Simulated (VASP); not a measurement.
Crystal: Ga.

```
CELL_PARAMETERS angstrom
2.21533 -3.75230 0.00000
2.21533 3.75230 0.00000
0.00000 0.00000 4.43165
ATOMIC_POSITIONS crystal
Ga 0.34510 0.65490 0.41900
Ga 0.15490 0.84510 0.91900
Ga 0.65490 0.34510 0.58100
Ga 0.84510 0.15490 0.08100
```

This cell differs from its parent crystal: volume scaled by 0.94.

Base run:

```yaml
Program: VASP 6.6.1
Functional: PBEsol
Potentials_or_basis: VASP PAW PBE potentials, release 64 (Ga_d)
Cutoff: 520 eV
k_mesh: 7 × 7 × 6
Occupations: fermi-dirac, width 0.05 eV
Spin: no spin polarisation
```

Its results: band gap on the k mesh zero (band 26 reaches 5.86 eV, above the bottom of band 27 at 4.53 eV); pressure 2.3 GPa; largest force 0.124 eV/Å.

Question: The run is repeated on the same cell with these changes: functional from PBEsol to PBE. What comes out?

Answer: Band gap on the k mesh zero (band 26 reaches 6.02 eV, above the bottom of band 27 at 4.71 eV); pressure 6.1 GPa; largest force 0.108 eV/Å.

PBE binds less tightly than PBEsol, so the same cell stands under more pressure.

Caveats: the PAW data sets were made with another functional, which shifts forces and pressure a little (some runs).
